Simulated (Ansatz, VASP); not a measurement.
One calculation of Ga, two programs

```
CELL_PARAMETERS angstrom
4.57807 0.00000 0.00000
-2.28904 3.96473 0.00000
0.00000 0.00000 2.93432
ATOMIC_POSITIONS crystal
Ga 0.00000 0.00000 0.00000
Ga 0.33333 0.66667 0.50000
Ga 0.66667 0.33333 0.50000
```

Alike in both runs: task single point; functional PBE; k mesh 9 × 9 × 12; occupations fermi-dirac, width 0.1 eV; no spin polarisation.

|  | VASP | Ansatz |
| --- | --- | --- |
| version | VASP 6.6.1 | Ansatz 0.2.0 |
| potentials or method | VASP PAW PBE potentials, release 64 (Ga_d), cutoff 520 eV | plane waves (420 eV) with PAW, scalar-relativistic |
| valence electrons in the cell | 39 | 39 |

```csv
,VASP,Ansatz,Ansatz less VASP
pressure (GPa),5.0,5.0,-0.04
"traceless stress, the component that is largest in VASP (GPa)",-0.75,-0.71,+0.044
```

With one functional, cell and mesh, what is left measures potentials, basis and numerics.
